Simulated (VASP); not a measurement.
# Os: single point with PBEsol

The system is Os.

```
Os
1.0
     0.00000    1.88418    2.07260
     1.88418    0.00000    2.07260
     1.88418    1.88418    0.00000
Os
1
Cartesian
  0.0000 0.0000 0.0000
```

This cell differs from its parent crystal: ratio of the length along z to the lengths across it x 1.1, volume and fractional coordinates fixed.

- Program: VASP 6.6.1
- Task: single point
- Functional: PBEsol
- Potentials or basis: VASP PAW PBE potentials, release 64 (Os)
- Cutoff: 520 eV
- k mesh: 24 × 24 × 24
- Occupations: gaussian, width 0.15 eV
- Spin: no spin polarisation
- Dipole correction: no
- Further INCAR settings: ALGO = Fast; EDIFF = 1e-06; NBANDS = 10

```
Pressure               : -18.2 GPa
Band gap on the k mesh : zero (bands 4 and 5 overlap by 4.05 eV)
```

Stress tensor (GPa, compression positive):
```
 -7.29   0.00   0.00
  0.00  -7.29   0.00
  0.00   0.00 -40.18
```

Levels at points of the mesh, in eV from the Fermi level:
```tsv
k point	band 1	band 2	band 3	band 4	band 5	band 6	band 7	band 8	band 9
(0.00, 0.00, 0.00)	-10.45	-3.67	-2.31	-2.31	-0.96	0.85	14.42	17.91	20.80
(0.50, 0.00, 0.00)	-7.30	-3.60	-2.29	-0.23	1.92	2.53	8.43	13.58	19.37
(0.50, 0.50, 0.00)	-7.23	-6.40	0.96	2.35	2.78	2.78	9.79	13.06	13.06
(0.50, 0.00, 0.50)	-7.12	-6.41	2.00	2.14	2.88	3.61	10.88	11.98	12.34
```

It took 2.8 min on 1 thread of Intel Xeon 8259CL, with other jobs on the host, peak memory 0.28 GiB.

Caveat: the stress differs along the axes, from -40 to -7 GPa; the PAW data sets were made with another functional, which shifts forces and pressure a little; spin-orbit coupling is left out, which moves the levels of the heavy elements.
